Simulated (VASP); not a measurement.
# Mo (Im-3m) in VASP: further runs

The runs below take Mo through single point, with PBE.

All numbers are computed with VASP 6.6.1; they aren't measurements. Logs are shortened: lines on timing, memory, paths and dates and some standing lists are left out, and cuts for length are marked.

### 1 The cell of the first run

Symmetry: Im-3m, No. 229, cubic system. Conventional cell: a = 3.161 Å, b = 3.161 Å, c = 3.161 Å, α = 90.00°, β = 90.00°, γ = 90.00°. Within 3.6 Å of Mo (site symmetry m-3m) lie 14 Mo at 2.74 to 3.16 Å.

### 2 Single point, PBE

INCAR

```
PREC = Accurate
ENCUT = 520
EDIFF = 1E-6
ISMEAR = -1
SIGMA = 0.05
LREAL = F
LASPH = T
NELM = 80
ALGO = Normal
ISIF = 2
LWAVE = F
LCHARG = F
GGA = PE
NBANDS = 13
```

KPOINTS

```
regular mesh
0
Gamma
  23 23 23
```

POSCAR

```
Mo
1.0
   -1.5804816334      1.5804816334      1.5804816334
    1.5804816334     -1.5804816334      1.5804816334
    1.5804816334      1.5804816334     -1.5804816334
Mo
1
Direct
    0.0000000000      0.0000000000      0.0000000000
```

Potentials or basis: VASP PAW PBE potentials, release 64 (Mo_sv).

On the command line:

```
$ cat potpaw_PBE.64/Mo_sv/POTCAR > POTCAR
$ mpirun -np 1 vasp_std > vasp.out
```

OUTCAR:

```text
PREC = Accurate
   ENCUT = 520
   EDIFF = 1E-6
   ISMEAR = -1
   LREAL = F
   LASPH = T
   NELM = 80
   ISIF = 2
   GGA = PE

 ion  position               nearest neighbor table
   1  0.000  0.000  0.000-

  LATTYP: Found a body centered cubic cell.
 ALAT       =     3.1609632668

  Lattice vectors:

 A1 = (  -1.5804816334,   1.5804816334,   1.5804816334)
 A2 = (   1.5804816334,  -1.5804816334,   1.5804816334)
 A3 = (   1.5804816334,   1.5804816334,  -1.5804816334)

Analysis of symmetry for initial positions (statically):
=====================================================================
 Subroutine PRICEL returns:
 Original cell was already a primitive cell.

 Routine SETGRP: Setting up the symmetry group for a
 body centered cubic supercell.

 Subroutine GETGRP returns: Found 48 space group operations
 (whereof 48 operations were pure point group operations)
 out of a pool of 48 trial point group operations.

The static configuration has the point symmetry O_h .

Analysis of symmetry for dynamics (positions and initial velocities):
=====================================================================
 Subroutine PRICEL returns:
 Original cell was already a primitive cell.

 Routine SETGRP: Setting up the symmetry group for a
 body centered cubic supercell.

 Subroutine GETGRP returns: Found 48 space group operations
 (whereof 48 operations were pure point group operations)
 out of a pool of 48 trial point group operations.

The dynamic configuration has the point symmetry O_h .

 Subroutine INISYM returns: Found 48 space group operations
 (whereof 48 operations are pure point group operations),
 and found     1 'primitive' translations

----------------------------------------------------------------------------------------

                                     Primitive cell

  volume of cell :      15.7917

  direct lattice vectors                    reciprocal lattice vectors
    -1.580481633  1.580481633  1.580481633     0.000000000  0.316359260  0.316359260
     1.580481633 -1.580481633  1.580481633     0.316359260  0.000000000  0.316359260
     1.580481633  1.580481633 -1.580481633     0.316359260  0.316359260  0.000000000

  length of vectors
     2.737474489  2.737474489  2.737474489     0.447399556  0.447399556  0.447399556

  position of ions in fractional coordinates (direct lattice)
     0.000000000  0.000000000  0.000000000

  ion indices of the primitive-cell ions
   primitive index   ion index
                 1           1

----------------------------------------------------------------------------------------

 KPOINTS: regular mesh

Automatic generation of k-mesh.
 Grid dimensions read from file:
 generate k-points for:   23   23   23

 Generating k-lattice:

  Cartesian coordinates                     Fractional coordinates (reciprocal lattice)
     0.000000000  0.013754750  0.013754750     0.043478261  0.000000000  0.000000000
     0.013754750  0.000000000  0.013754750     0.000000000  0.043478261  0.000000000
     0.013754750  0.013754750  0.000000000     0.000000000  0.000000000  0.043478261

  Length of vectors
     0.019452155  0.019452155  0.019452155

  Shift w.r.t. Gamma in fractional coordinates (k-lattice)
     0.000000000  0.000000000  0.000000000

 Subroutine IBZKPT returns following result:
 ===========================================

 Found    364 irreducible k-points:

 Following reciprocal coordinates:
            Coordinates               Weight
  0.000000  0.000000  0.000000      1.000000
  0.043478  0.000000  0.000000     12.000000
  0.086957  0.000000  0.000000     12.000000
  0.130435  0.000000  0.000000     12.000000
  0.173913  0.000000  0.000000     12.000000
  0.217391  0.000000  0.000000     12.000000
[... 16 lines left out ...]
  0.478261  0.043478  0.000000     24.000000
  0.086957  0.086957  0.000000     24.000000
 [... further k-points ...]
   k-points           NKPTS =    364   k-points in BZ     NKDIM =    364   number of bands    NBANDS=     13
   number of dos      NEDOS =    301   number of ions     NIONS =      1
   total plane-waves  NPLWV =   8000
   dimension x,y,z NGX =    20 NGY =   20 NGZ =   20
   dimension x,y,z NGXF=    40 NGYF=   40 NGZF=   40
   ions per type =               1
   NGX,Y,Z   is equivalent  to a cutoff of  12.15, 12.15, 12.15 a.u.
   NGXF,Y,Z  is equivalent  to a cutoff of  24.29, 24.29, 24.29 a.u.
 SYSTEM =  unknown system
   PREC   = accura    normal or accurate (medium, high low for compatibility)
   ISTART =      0    job   : 0-new  1-cont  2-samecut
   ICHARG =      2    charge: 1-file 2-atom 10-const
   ISPIN  =      1    spin polarized calculation?
   LNONCOLLINEAR =      F non collinear calculations
   LSORBIT =      F    spin-orbit coupling
   LASPH  =      T    aspherical Exc in radial PAW
   ENCUT  =  520.0 eV  38.22 Ry    6.18 a.u.   5.09  5.09  5.09*2*pi/ulx,y,z
   NELM   =     80;   NELMIN=  2; NELMDL= -5     # of ELM steps
   EDIFF  = 0.1E-05   stopping-criterion for ELM
   LREAL  =      F    real-space projection
   EDIFFG = 0.1E-04   stopping-criterion for IOM
   NSW    =      0    number of steps for IOM
   IBRION =     -1    ionic relax: 0-MD 1-quasi-New 2-CG
   NFREE  =      0    steps in history (QN), initial steepest desc. (CG)
   ISIF   =      2    stress and relaxation
   ISYM   =      2    0-nonsym 1-usesym 2-fastsym
   POTIM  = 0.5000    time-step for ionic-motion
   TEBEG  =    0.0;   TEEND  =   0.0 temperature during run
   PSTRESS=    0.0 pullay stress
   NELECT =      14.0000    total number of electrons
   NUPDOWN=      -1.0000    fix difference up-down
   EMIN   =  10.00;   EMAX   =-10.00  energy-range for DOS
   EFERMI =   0.00;   METHOD = LEGACY
   ISMEAR =    -1;   SIGMA  =   0.05  broadening in eV -4-tet -1-fermi 0-gaus
   EFERMI_NEDOS =   21; number of points for ismear=-14 and -15
   IALGO  =     38    algorithm
   IMIX   =      4    mixing-type and parameters
     AMIX     =   0.40;   BMIX     =  1.00
     AMIX_MAG =   1.60;   BMIX_MAG =  1.00
  volume/ion in A,a.u.               =      15.79       106.57
  Fermi-wavevector in a.u.,A,eV,Ry     =   1.572684  2.971941 33.651753  2.473334
  Thomas-Fermi vector in A             =   2.674081
   LORBIT       =      0    0 simple, 1 ext, 2 COOP (PROOUT), +10 PAW based schemes
   GGA     = PE    functional components
   LHFCALC =     F    Hartree Fock is set to
   AEXX    =    0.0000 exact exchange contribution
   IVDW    =     0    specifies the selected vdW correction
   LEPSILON=     F    determine dielectric tensor
   LRPA    =     F    only Hartree local field effects (RPA)
 non-spin polarized calculation
  energy-cutoff  :      520.00
  volume of cell :       15.79
 maximum number of plane-waves:       437
   NGX = 11   NGY = 11   NGZ = 11

 number of electron      14.0000004 magnetization

 Free energy of the ion-electron system (eV)
  ---------------------------------------------------
  ext. energy  EPLUGINS =         0.00000000
  ---------------------------------------------------
  free energy    TOTEN  =       -10.94014008 eV

  energy without entropy =      -10.93625529  energy(sigma->0) =      -10.93819769

 E-fermi :  12.4287     XC(G=0): -13.3340

 val. band max:       12.4140544613   @ k =  -0.2174   0.3043   0.0870
 cond. band min:      12.4616992207   @ k =  -0.2174   0.2609   0.0870
 fundamental gap:      0.0476447594
 Fermi energy:        12.4286531712

 k-point     1 :       0.0000    0.0000    0.0000
  band No.  band energies     occupation
      1     -48.8556      2.00000
      2     -22.1446      2.00000
      3     -22.1446      2.00000
      4     -22.1446      2.00000
      5       5.2281      2.00000
      6      11.0823      2.00000
      7      11.0823      2.00000
      8      11.0823      2.00000
      9      14.0706      0.00000
     10      14.0706      0.00000
     11      27.2470      0.00000
     12      27.2470      0.00000
     13      27.2470      0.00000

 k-point     2 :       0.0435    0.0000    0.0000
  band No.  band energies     occupation
      1     -48.8510      2.00000
      2     -22.1715      2.00000
      3     -22.1529      2.00000
      4     -22.1448      2.00000
      5       5.3116      2.00000
      6      11.0352      2.00000
      7      11.0754      2.00000
      8      11.1599      2.00000
      9      13.9990      0.00000
     10      14.0716      0.00000
     11      27.3104      0.00000
     12      27.3870      0.00000
     13      27.4125      0.00000

 k-point     3 :       0.0870    0.0000    0.0000
  band No.  band energies     occupation
      1     -48.8375      2.00000
      2     -22.2498      2.00000
      3     -22.1771      2.00000
      4     -22.1453      2.00000
      5       5.5549      2.00000
      6      10.9004      2.00000
      7      11.0473      2.00000
      8      11.3908      2.00000
      9      13.8202      0.00000
     10      14.0769      0.00000
     11      27.4781      0.00000
     12      27.7999      0.00000
     13      27.8566      0.00000
[... 305 lines left out ...]
 k-point    23 :       0.4783    0.0435    0.0000
  band No.  band energies     occupation
      1     -48.6003      2.00000
      2     -23.4920      2.00000
      3     -22.5846      2.00000
      4     -22.1661      2.00000
      5       7.2229      2.00000
      6       9.0921      2.00000
      7      13.6477      0.00000
      8      14.0673      0.00000
      9      14.9521      0.00000
     10      17.2548      0.00000
     11      23.8597      0.00000
     12      24.4806      0.00000
     13      29.5325      0.00000

 k-point    24 :       0.0870    0.0870    0.0000
  band No.  band energies     occupation
      1     -48.8037      2.00000
      2     -22.4418      2.00000
      3     -22.2133      2.00000
      4     -22.1708      2.00000
      5       6.1550      2.00000
      6      10.6751      2.00000
      7      10.7926      2.00000
      8      12.0561      1.99884
      9      13.4662      0.00000
     10      14.1705      0.00000
     11      27.9201      0.00000
     12      28.5693      0.00000
     13      28.7443      0.00000

 [... further k-points ...]

------------------------ aborting loop because EDIFF is reached ----------------------------------------

  FORCE on cell =-STRESS in cart. coord.  units (eV):
  Direction    XX          YY          ZZ          XY          YZ          ZX
  --------------------------------------------------------------------------------------
  -------------------------------------------------------------------------------------
  Total        0.0508369      0.0508369      0.0508369      0.0000000      0.0000000     -0.0000000
  in kB        5.1577636      5.1577636      5.1577636      0.0000000      0.0000000     -0.0000000
  external PRESSURE =       5.1577636 kB  Pullay stress =       0.0000000 kB

 VOLUME and BASIS-vectors are now :
 -----------------------------------------------------------------------------
  energy-cutoff  :      520.00
  volume of cell :       15.79
      direct lattice vectors                 reciprocal lattice vectors
    -1.580481633  1.580481633  1.580481633     0.000000000  0.316359260  0.316359260
     1.580481633 -1.580481633  1.580481633     0.316359260  0.000000000  0.316359260
     1.580481633  1.580481633 -1.580481633     0.316359260  0.316359260  0.000000000

 POSITION                                       TOTAL-FORCE (eV/Angst)
 -----------------------------------------------------------------------------------
      0.00000      0.00000      0.00000         0.000000      0.000000     -0.000000
 -----------------------------------------------------------------------------------
    total drift:                                0.000000     -0.000000      0.000000

  FREE ENERGIE OF THE ION-ELECTRON SYSTEM (eV)
  ---------------------------------------------------
  free  energy   TOTEN  =       -10.9401400845 eV

  energy  without entropy=      -10.9362552889  energy(sigma->0) =      -10.93819769
```

Wall time 29 s (1 thread of AMD EPYC 9R45 (Zen 5), shared host); peak memory 0.14 GiB.

What came out:

```yaml
Free_energy: -10.9401 eV
Pressure: 0.5 GPa
Band_gap_on_the_k_mesh: zero (bands 7 and 8 overlap by 5.14 eV)
```

### 3 Single point, PBE

INCAR

```
SYSTEM = Mo
PREC = Accurate
ENCUT = 520
EDIFF = 1E-7
ISMEAR = -1
SIGMA = 0.05
LREAL = .False.
LASPH = .True.
NELM = 80
ALGO = Normal
ISIF = 2
LWAVE = .False.
LCHARG = .False.
GGA = PE
NBANDS = 13
```

KPOINTS

```
Automatic mesh
0
Gamma
  23 23 23
  0 0 0
```

POSCAR is that of step 2.

Potentials or basis: VASP PAW PBE potentials, release 64 (Mo_sv).

On the command line:

```
$ cat potpaw_PBE.64/Mo_sv/POTCAR > POTCAR
$ mpirun -np 1 vasp_std > vasp.out
```

OUTCAR:

```text
SYSTEM = Mo
   PREC = Accurate
   ENCUT = 520
   EDIFF = 1E-7
   ISMEAR = -1
   LREAL = .False.
   LASPH = .True.
   NELM = 80
   ISIF = 2
   GGA = PE

 ion  position               nearest neighbor table
   1  0.000  0.000  0.000-

  LATTYP: Found a body centered cubic cell.
 ALAT       =     3.1609632668

  Lattice vectors:

 A1 = (  -1.5804816334,   1.5804816334,   1.5804816334)
 A2 = (   1.5804816334,  -1.5804816334,   1.5804816334)
 A3 = (   1.5804816334,   1.5804816334,  -1.5804816334)

Analysis of symmetry for initial positions (statically):
=====================================================================
 Subroutine PRICEL returns:
 Original cell was already a primitive cell.

 Routine SETGRP: Setting up the symmetry group for a
 body centered cubic supercell.

 Subroutine GETGRP returns: Found 48 space group operations
 (whereof 48 operations were pure point group operations)
 out of a pool of 48 trial point group operations.

The static configuration has the point symmetry O_h .

[... 165 lines left out ...]
  band No.  band energies     occupation
      1     -48.8555      2.00000
      2     -22.1446      2.00000
      3     -22.1446      2.00000
      4     -22.1446      2.00000
      5       5.2281      2.00000
      6      11.0824      2.00000
      7      11.0824      2.00000
      8      11.0824      2.00000
      9      14.0706      0.00000
     10      14.0706      0.00000
     11      27.2469      0.00000
     12      27.2469      0.00000
     13      27.2469      0.00000
[... 354 lines left out ...]
  band No.  band energies     occupation
      1     -48.8036      2.00000
      2     -22.4418      2.00000
      3     -22.2133      2.00000
      4     -22.1708      2.00000
      5       6.1549      2.00000
      6      10.6751      2.00000
      7      10.7927      2.00000
      8      12.0562      1.99884
      9      13.4663      0.00000
     10      14.1706      0.00000
     11      27.9200      0.00000
     12      28.5693      0.00000
     13      28.7443      0.00000

 [... further k-points ...]

------------------------ aborting loop because EDIFF is reached ----------------------------------------

  FORCE on cell =-STRESS in cart. coord.  units (eV):
  Direction    XX          YY          ZZ          XY          YZ          ZX
  --------------------------------------------------------------------------------------
  -------------------------------------------------------------------------------------
  Total        0.0501153      0.0501153      0.0501153      0.0000000      0.0000000      0.0000000
  in kB        5.0845474      5.0845474      5.0845474      0.0000000      0.0000000      0.0000000
  external PRESSURE =       5.0845474 kB  Pullay stress =       0.0000000 kB

 VOLUME and BASIS-vectors are now :
 -----------------------------------------------------------------------------
  energy-cutoff  :      520.00
  volume of cell :       15.79
      direct lattice vectors                 reciprocal lattice vectors
    -1.580481633  1.580481633  1.580481633     0.000000000  0.316359260  0.316359260
     1.580481633 -1.580481633  1.580481633     0.316359260  0.000000000  0.316359260
     1.580481633  1.580481633 -1.580481633     0.316359260  0.316359260  0.000000000

 POSITION                                       TOTAL-FORCE (eV/Angst)
 -----------------------------------------------------------------------------------
      0.00000      0.00000      0.00000        -0.000000     -0.000000      0.000000
 -----------------------------------------------------------------------------------
    total drift:                               -0.000000     -0.000000      0.000000

  FREE ENERGIE OF THE ION-ELECTRON SYSTEM (eV)
  ---------------------------------------------------
  free  energy   TOTEN  =       -10.9401398843 eV

  energy  without entropy=      -10.9362552777  energy(sigma->0) =      -10.93819758
```

OSZICAR:

```text
N       E                     dE             d eps       ncg     rms          rms(c)
DAV:   1     0.924600036520E+02    0.92460E+02   -0.80280E+03  9549   0.110E+03
DAV:   2    -0.104286409547E+02   -0.10289E+03   -0.98944E+02 11004   0.311E+02
DAV:   3    -0.116039108018E+02   -0.11753E+01   -0.11723E+01 10519   0.330E+01
DAV:   4    -0.116065701948E+02   -0.26594E-02   -0.26593E-02 10699   0.192E+00
DAV:   5    -0.116065872694E+02   -0.17075E-04   -0.17073E-04 10644   0.137E-01    0.144E+01
DAV:   6    -0.110234366468E+02    0.58315E+00   -0.72881E-01  9749   0.105E+01    0.385E+00
DAV:   7    -0.109439023549E+02    0.79534E-01   -0.14338E-01 10474   0.442E+00    0.966E-01
DAV:   8    -0.109400558521E+02    0.38465E-02   -0.40273E-03  9859   0.809E-01    0.200E-01
DAV:   9    -0.109401292980E+02   -0.73446E-04   -0.96388E-05 11104   0.120E-01    0.837E-02
DAV:  10    -0.109401398915E+02   -0.10593E-04   -0.12334E-05  9809   0.409E-02    0.770E-03
DAV:  11    -0.109401400851E+02   -0.19360E-06   -0.12591E-07  8875   0.386E-03    0.180E-03
DAV:  12    -0.109401398813E+02    0.20378E-06   -0.12346E-08  5032   0.142E-03    0.726E-05
DAV:  13    -0.109401398843E+02   -0.30382E-08   -0.11345E-09  4837   0.421E-04
   1 F= -.10940140E+02 E0= -.10938198E+02  d E =-.388461E-02
```

Wall time 33 s (1 thread of AMD EPYC 9R45 (Zen 5), shared host); peak memory 0.15 GiB.

Results:

- Free energy: -10.9401 eV
- Pressure: 0.5 GPa
- Band gap on the k mesh: zero (bands 7 and 8 overlap by 5.14 eV)

Levels at points of the mesh, in eV from the Fermi level:
```tsv
k point	band 3	band 4	band 5	band 6	band 7	band 8	band 9	band 10	band 11	band 12
(0.00, 0.00, 0.00)	-34.57	-34.57	-7.20	-1.35	-1.35	-1.35	1.64	1.64	14.82	14.82
```

### 4 Single point, PBE, non-collinear spin, zero start, spin-orbit coupling

INCAR

```
SYSTEM = Mo
ALGO = Normal ; EDIFF = 1E-7
ENCUT = 520 ; GGA = PE
GGA_COMPAT = .FALSE. ; ISIF = 2
ISMEAR = -1 ; LASPH = .TRUE.
LCHARG = .FALSE. ; LMAXMIX = 4
LNONCOLLINEAR = .TRUE. ; LORBIT = 11
LORBMOM = .TRUE. ; LREAL = .FALSE.
LSORBIT = .TRUE. ; LWAVE = .FALSE.
MAGMOM = 0 0 0 ; NBANDS = 25
NELM = 150 ; PREC = Accurate
SIGMA = 0.05
```

KPOINTS

```
k-points
0
G
  23 23 23
  0 0 0
```

POSCAR is that of step 3.

On the command line:

```
$ cat potpaw_PBE.64/Mo_sv/POTCAR > POTCAR
$ mpirun -np 1 vasp_ncl > vasp.out
```

Run time: 2.5 min. Hardware: 1 thread of AMD EPYC 9R45 (Zen 5), shared host; peak memory 0.28 GiB.

The run converged. Its results:

```yaml
Free_energy: -11.0432 eV
Pressure: 0.6 GPa
Net_moment: 0.00 μB per cell
Valence_electrons_inside_the_program's_atomic_spheres: Mo 12.48
```

Moments on the atoms (μB; x, y, z):
```
Mo  0.00 0.00 0.00
```
